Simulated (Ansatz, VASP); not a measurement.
## ZrN: VASP beside Ansatz

Contents of INCAR:

```
SYSTEM = ZrN
PREC = Accurate ; ENCUT = 520
EDIFF = 1E-8 ; ISMEAR = -1
SIGMA = 0.03 ; LREAL = .False.
LASPH = .True. ; NELM = 120
ALGO = Normal ; ISIF = 2
LWAVE = .False. ; LCHARG = .False.
GGA = CA ; LEFG = .True.
NBANDS = 16 ; GGA_COMPAT = .False.
```

Contents of KPOINTS:

```
Automatic mesh
0
Gamma
  9 9 9
  0 0 0
```

POSCAR

```
ZrN
1.0
    0.0000000000      2.3142891050      2.3142891050
    2.3142891050      0.0000000000      2.3142891050
    2.3142891050      2.3142891050      0.0000000000
Zr N
1 1
Direct
    0.0000000000      0.0000000000      0.0000000000
    0.5000000000      0.5000000000      0.5000000000
```

Input for Ansatz:

```yaml
crystal:
  lattice:
    - [0.0, 2.314289105, 2.314289105]
    - [2.314289105, 0.0, 2.314289105]
    - [2.314289105, 2.314289105, 0.0]
  atoms:
    - { symbol: Zr, position: [0.0, 0.0, 0.0] }
    - { symbol: "N", position: [0.5, 0.5, 0.5] }
kpoints:
  mp_grid: { grid: [9, 9, 9] }
scf:
  occupations: { method: fermi_dirac, width: 0.03 }
hamiltonian:
  xc: lda
  pseudopotentials: { kind: paw }
output:
  forces: true
  stress: true
  eigenvalues: true
  efg: { contact_densities: true }
  write_density: true
  write_potential: true
  elf: true
  volumetric_format: npy
```

Change from the starting cell: volume scaled by 1.04, PAW files.

Alike in both runs: task electric field gradients; functional LDA; k mesh 9 × 9 × 9; occupations fermi-dirac, width 0.03 eV; no spin polarisation.

```csv
,VASP,Ansatz
version,VASP 6.6.1,Ansatz 0.2.0
potentials or method,"VASP PAW LDA potentials, release 64 (Zr_sv, N)","PAW with Ansatz's default frozen-core files, scalar-relativistic"
plane-wave cutoff (eV),520,420
valence electrons in the cell,17,17
```

VASP gave:

```
pressure (GPa) : -16.1
```

Problem. What did Ansatz give for the same quantities?

Solution. Pressure (GPa): -16.7.

LDA's correlation is that of Perdew and Zunger in VASP and of Perdew and Wang (1992) in Ansatz.
